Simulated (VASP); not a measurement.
Wanted: the native input for a VASP 6.6.1 run.

```yaml
Task: single point
Functional: BLYP
Potentials_or_basis: VASP PAW PBE potentials, release 64 (Hf_pv, O)
Cutoff: 600 eV
k_mesh: 6 × 6 × 6
Occupations: methfessel-paxton, width 0.05 eV
Spin: no spin polarisation
Dipole_correction: no
Further_INCAR_settings: ALGO = Normal; EDIFF = 1e-06; NBANDS = 18
```

The structure of HfO2 lies in POSCAR:

```
HfO2
1.0
    0.0000000000      2.5575000000      2.5575000000
    2.5575000000      0.0000000000      2.5575000000
    2.5575000000      2.5575000000      0.0000000000
Hf O
1 2
Direct
    0.0000000000      0.0000000000      0.0000000000
    0.2500000000      0.2500000000      0.2500000000
    0.7500000000      0.7500000000      0.7500000000
```

The input as run:

INCAR

```
AGGAC = 1.0
AGGAX = 1.0
ALDAC = 0.0
ALDAX = 1.0
ALGO = Normal
EDIFF = 1E-6
ENCUT = 600
GGA = B5
GGA_COMPAT = False
ISIF = 2
ISMEAR = 1
LASPH = True
LCHARG = True
LELF = True
LREAL = False
LVHAR = True
LWAVE = False
NBANDS = 18
NELM = 120
PREC = Accurate
SIGMA = 0.05
```

KPOINTS

```
k-points
0
Gamma
  6 6 6
```

Potentials or basis: VASP PAW PBE potentials, release 64 (Hf_pv, O).

Run with:

```console
$ cat potpaw_PBE.64/Hf_pv/POTCAR potpaw_PBE.64/O/POTCAR > POTCAR
$ mpirun -np 1 vasp_std > vasp.out
```

It gave:

```yaml
Pressure: 0.9 GPa
Band_gap_on_the_k_mesh: 3.81 eV, direct
```

Caveat: the PAW data sets were made with another functional, which shifts forces and pressure a little; spin-orbit coupling is left out, which moves the levels of the heavy elements.

Wall time 39 s on 1 thread of Intel Xeon 8259CL, on a shared host, peak memory 0.17 GiB.
